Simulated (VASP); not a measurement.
# BAs (F-43m) in VASP: further runs, part 2 of 2

VASP 6.6.1.

## 3. Relaxation of cell and atoms, PBE, target pressure 25 GPa, at which the enthalpy is minimised

INCAR reads:

```
SYSTEM = BAs
PREC     = Accurate       ! precision mode
ENCUT    = 600            ! plane-wave cutoff, eV
EDIFF    = 1E-7           ! SCF threshold, eV
ISMEAR   = 0              ! smearing method
SIGMA    = 0.01           ! smearing width, eV
LREAL    = .FALSE.        ! projectors in reciprocal space
LASPH    = .TRUE.         ! aspherical terms in the spheres
NELM     = 60             ! most SCF steps
ALGO     = Normal         ! electronic algorithm
ISIF     = 3              ! what is computed and relaxed
LWAVE    = .FALSE.        ! write WAVECAR
LCHARG   = .FALSE.        ! write CHGCAR
GGA      = PE             ! functional
IBRION   = 2              ! ionic algorithm
NSW      = 80             ! ionic steps
EDIFFG   = -0.001         ! ionic threshold
PSTRESS  = 250.0
```

KPOINTS reads:

```
regular mesh
0
G
  10 10 10
  0 0 0
```

POSCAR reads:

```
BAs
1.0
    0.0000000000      2.4046443039      2.4046443039
    2.4046443039      0.0000000000      2.4046443039
    2.4046443039      2.4046443039      0.0000000000
B As
1 1
Direct
    0.0000000000      0.0000000000      0.0000000000
    0.7500000000      0.7500000000      0.7500000000
```

Potentials or basis: VASP PAW PBE potentials, release 64 (B, As).

Run with:

```bash
$ cat potpaw_PBE.64/B/POTCAR potpaw_PBE.64/As/POTCAR > POTCAR
$ mpirun -np 1 vasp_std > vasp.out
```

It took 34 s on 1 thread of Intel Xeon 6975P-C (Granite Rapids), shared host; peak memory 0.17 GiB.

Results (log left out):

```
Free energy                                            : -11.1595 eV
Relaxed volume                                         : 12.12 Å³/atom
Relaxed cell                                           : a = 3.249 Å, b = 3.249 Å, c = 3.249 Å, α = 60.00°, β = 60.00°, γ = 60.00°
Space group after relaxing (to 0.05 Å)                 : F-43m (No. 216)
Energy change on relaxing (the enthalpy is what falls) : +127.4 meV/atom
Ionic steps                                            : 8
Pressure after relaxing                                : 25.0 GPa
Band gap on the k mesh                                 : 1.05 eV, indirect (least direct gap 3.44 eV)
```

The path:
```
step  energy change (eV)  largest force (eV/Å)  pressure (GPa)  volume (Å³)
   1              0.0000                0.0000            0.59        27.81
   2              1.5543                0.0000           83.93        20.12
   3              0.2309                0.0000           23.54        24.40
   4              0.2508                0.0000           24.76        24.27
   5              0.2614                0.0000           25.40        24.20
   6              0.2469                0.0000           24.52        24.29
   7              0.2550                0.0000           25.02        24.24
   8              0.2548                0.0000           25.00        24.24
```

Final structure:
```yaml
crystal:
  lattice:
    - [0.00000, 2.29716, 2.29716]
    - [2.29716, 0.00000, 2.29716]
    - [2.29716, 2.29716, 0.00000]
  atoms:
    - { symbol: B, position: [0.00000, 0.00000, 0.00000] }
    - { symbol: As, position: [0.75000, 0.75000, 0.75000] }
```

Levels at points of the mesh, in eV from the valence-band top:
```csv
k point,band 1,band 2,band 3,band 4,band 5,band 6,band 7,band 8
"(0.00, 0.00, 0.00)",-16.53,0.00,0.00,0.00,3.44,3.44,3.44,6.22
"(0.50, 0.00, 0.00)",-13.20,-9.70,-2.03,-2.03,3.42,4.91,4.91,9.06
"(0.50, 0.50, 0.00)",-11.70,-9.22,-4.59,-4.59,1.26,1.33,12.52,12.52
```

Caveat: the cell is relaxed towards a set pressure, so the enthalpy falls and the energy may rise. A k mesh can miss the band edges.

## 4. Single point, PBE (volume scaled by 0.91)

INCAR reads:

```
PREC     = Accurate       # precision mode
ENCUT    = 520            # plane-wave cutoff, eV
EDIFF    = 1E-6           # SCF threshold, eV
ISMEAR   = 0              # smearing method
SIGMA    = 0.02           # smearing width, eV
LREAL    = F              # projectors in reciprocal space
LASPH    = T              # aspherical terms in the spheres
NELM     = 60             # most SCF steps
ALGO     = Normal         # electronic algorithm
ISIF     = 2              # what is computed and relaxed
LWAVE    = F              # write WAVECAR
LCHARG   = F              # write CHGCAR
GGA      = PE             # functional
NBANDS   = 11             # bands
```

KPOINTS reads:

```
regular mesh
0
Gamma
  10 10 10
```

POSCAR reads:

```
BAs
1.0
    0.0000000000      2.3299997107      2.3299997107
    2.3299997107      0.0000000000      2.3299997107
    2.3299997107      2.3299997107      0.0000000000
B As
1 1
Direct
    0.0000000000      0.0000000000      0.0000000000
    0.2500000000      0.2500000000      0.2500000000
```

Potentials or basis: VASP PAW PBE potentials, release 64 (B, As).

Run with:

```bash
$ cat potpaw_PBE.64/B/POTCAR potpaw_PBE.64/As/POTCAR > POTCAR
$ mpirun -np 1 vasp_std > vasp.out
```

OUTCAR:

```text
PREC = Accurate
   ENCUT = 520
   EDIFF = 1E-6
   ISMEAR = 0
   LREAL = F
   LASPH = T
   NELM = 60
   ISIF = 2
   GGA = PE

 ion  position               nearest neighbor table
   1  0.000  0.000  0.000-   2 2.02   2 2.02   2 2.02   2 2.02
   2  0.250  0.250  0.250-   1 2.02   1 2.02   1 2.02   1 2.02

  LATTYP: Found a face centered cubic cell.
 ALAT       =     4.6599994214

  Lattice vectors:

 A1 = (   0.0000000000,   2.3299997107,   2.3299997107)
 A2 = (   2.3299997107,   0.0000000000,   2.3299997107)
 A3 = (   2.3299997107,   2.3299997107,   0.0000000000)
[... 512 lines left out ...]
      6      10.3821      0.00000
      7      16.3573      0.00000
      8      16.5387      0.00000
      9      19.6920      0.00000
     10      23.3426      0.00000
     11      23.7799      0.00000

 [... further k-points ...]
[... 5 lines left out ...]
  --------------------------------------------------------------------------------------
  -------------------------------------------------------------------------------------
  Total        2.5310368      2.5310368      2.5310368      0.0000000      0.0000000      0.0000000
  in kB      160.2918540    160.2918540    160.2918540      0.0000000      0.0000000      0.0000000
  external PRESSURE =     160.2918540 kB  Pullay stress =       0.0000000 kB

 VOLUME and BASIS-vectors are now :
 -----------------------------------------------------------------------------
  energy-cutoff  :      520.00
  volume of cell :       25.30
      direct lattice vectors                 reciprocal lattice vectors
     0.000000000  2.329999711  2.329999711    -0.214592301  0.214592301  0.214592301
     2.329999711  0.000000000  2.329999711     0.214592301 -0.214592301  0.214592301
     2.329999711  2.329999711  0.000000000     0.214592301  0.214592301 -0.214592301

 POSITION                                       TOTAL-FORCE (eV/Angst)
 -----------------------------------------------------------------------------------
      0.00000      0.00000      0.00000         0.000000      0.000000      0.000000
      1.16500      1.16500      1.16500        -0.000000     -0.000000     -0.000000
 -----------------------------------------------------------------------------------
    total drift:                               -0.000000     -0.000000     -0.000000

  FREE ENERGIE OF THE ION-ELECTRON SYSTEM (eV)
  ---------------------------------------------------
  free  energy   TOTEN  =       -11.2918810598 eV

  energy  without entropy=      -11.2918810598  energy(sigma->0) =      -11.29188106
```

Wall time 6.6 s (1 thread of Intel Xeon 6975P-C (Granite Rapids), shared host); peak memory 0.15 GiB.

What came out:

```
Free energy            : -11.2919 eV
Pressure               : 16.0 GPa
Band gap on the k mesh : 1.10 eV, indirect (least direct gap 3.37 eV)
```

Levels at points of the mesh, in eV from the valence-band top:
```tsv
k point	band 1	band 2	band 3	band 4	band 5	band 6	band 7	band 8	band 9
(0.00, 0.00, 0.00)	-16.10	0.00	0.00	0.00	3.37	3.37	3.37	5.65	9.96
(0.50, 0.00, 0.00)	-12.95	-9.36	-1.95	-1.95	3.14	4.86	4.86	9.00	13.28
(0.50, 0.50, 0.00)	-11.51	-8.96	-4.40	-4.40	1.32	1.37	12.09	12.09	13.55
```

Caveat: the cell differs from its parent crystal (volume scaled by 0.91).

## 5. Single point, PBE (volume scaled by 0.88)

INCAR reads:

```
SYSTEM = BAs
PREC = Accurate ; ENCUT = 520
EDIFF = 1E-6 ; ISMEAR = 0
SIGMA = 0.02 ; LREAL = .False.
LASPH = .True. ; NELM = 100
ALGO = Normal ; ISIF = 2
LWAVE = .False. ; LCHARG = .False.
GGA = PE ; NBANDS = 11
```

KPOINTS reads:

```
regular mesh
0
Gamma
  10 10 10
  0 0 0
```

POSCAR reads:

```
BAs
1.0
    0.0000000000      2.3041086820      2.3041086820
    2.3041086820      0.0000000000      2.3041086820
    2.3041086820      2.3041086820      0.0000000000
B As
1 1
Direct
    0.0000000000      0.0000000000      0.0000000000
    0.2500000000      0.2500000000      0.2500000000
```

Run with:

```bash
$ cat potpaw_PBE.64/B/POTCAR potpaw_PBE.64/As/POTCAR > POTCAR
$ mpirun -np 1 vasp_std > vasp.out
```

Run time: 3.9 s. Hardware: 1 thread of Intel Xeon 6975P-C (Granite Rapids), shared host; peak memory 0.14 GiB.

The run converged. Its results:

```yaml
Free_energy: -11.1906 eV
Pressure: 23.0 GPa
Band_gap_on_the_k_mesh: 1.06 eV, indirect (least direct gap 3.42 eV)
```

Levels at points of the mesh, in eV from the valence-band top:
| k point | band 2 | band 3 | band 4 | band 5 | band 6 | band 7 |
| --- | --- | --- | --- | --- | --- | --- |
| (0.00, 0.00, 0.00) | 0.00 | 0.00 | 0.00 | 3.42 | 3.42 | 3.42 |
| (0.50, 0.00, 0.00) | -9.62 | -2.01 | -2.01 | 3.36 | 4.90 | 4.90 |
| (0.50, 0.50, 0.00) | -9.16 | -4.55 | -4.55 | 1.27 | 1.34 | 12.43 |

Caveat: the cell differs from its parent crystal (volume scaled by 0.88).

## 6. Single point, PBE (volume scaled by 0.97)

INCAR reads:

```
  ALGO = Normal
  EDIFF = 1E-6
  ENCUT = 520
  GGA = PE
  ISIF = 2
  ISMEAR = 0
  LASPH = T
  LCHARG = T
  LELF = T
  LREAL = F
  LVHAR = T
  LWAVE = F
  NBANDS = 11
  NELM = 80
  PREC = Accurate
  SIGMA = 0.02
```

KPOINTS reads:

```
k-points
0
Gamma
  10 10 10
```

POSCAR reads:

```
BAs
1.0
    0.0000000000      2.3801225249      2.3801225249
    2.3801225249      0.0000000000      2.3801225249
    2.3801225249      2.3801225249      0.0000000000
B As
1 1
Direct
    0.0000000000      0.0000000000      0.0000000000
    0.2500000000      0.2500000000      0.2500000000
```

Potentials or basis: VASP PAW PBE potentials, release 64 (B, As).

Run with:

```bash
$ cat potpaw_PBE.64/B/POTCAR potpaw_PBE.64/As/POTCAR > POTCAR
$ mpirun -np 1 vasp_std > vasp.out
```

Wall time 7 s (1 thread of Intel Xeon 6975P-C (Granite Rapids), shared host); peak memory 0.16 GiB.

Results (log left out):

| Item | Value |
| --- | --- |
| Free energy | -11.3988 eV |
| Pressure | 5.0 GPa |
| Band gap on the k mesh | 1.16 eV, indirect (least direct gap 3.29 eV) |

Levels at points of the mesh, in eV from the valence-band top:
| k point | band 2 | band 3 | band 4 | band 5 | band 6 | band 7 |
| --- | --- | --- | --- | --- | --- | --- |
| (0.00, 0.00, 0.00) | 0.00 | 0.00 | 0.00 | 3.29 | 3.29 | 3.29 |
| (0.50, 0.00, 0.00) | -8.87 | -1.84 | -1.84 | 2.75 | 4.79 | 4.79 |
| (0.50, 0.50, 0.00) | -8.59 | -4.12 | -4.12 | 1.41 | 1.43 | 11.47 |

Caveat: the cell differs from its parent crystal (volume scaled by 0.97).

## 7. The runs side by side

| task | cell | cutoff (eV) | smearing | gap on the mesh (eV) | pressure (GPa) |
| --- | --- | --- | --- | --- | --- |
| relaxation of cell and atoms | relaxed from a = 3.400 Å, angles 60.0°, 2 atoms | 600 | gaussian 0.01 eV | 1.20 | 0.0 |
| relaxation of cell and atoms | relaxed to 25 GPa from a = 3.401 Å, angles 60.0°, 2 atoms | 600 | gaussian 0.01 eV | 1.05 | 25.0 |
| single point | a = 3.295 Å, angles 60.0°, 2 atoms | 520 | gaussian 0.02 eV | 1.10 | 16.0 |
| single point | a = 3.259 Å, angles 60.0°, 2 atoms | 520 | gaussian 0.02 eV | 1.06 | 23.0 |
| single point | a = 3.366 Å, angles 60.0°, 2 atoms | 520 | gaussian 0.02 eV | 1.16 | 5.0 |

Alike in all rows: level PBE; potentials or basis VASP PAW PBE potentials, release 64 (B, As); no spin polarisation; k mesh 10 × 10 × 10.

Caveats: the cell is relaxed towards a set pressure, so the enthalpy falls and the energy may rise (some runs).

Total energies depend on the potentials used, so only differences within one code and one set of settings carry meaning.
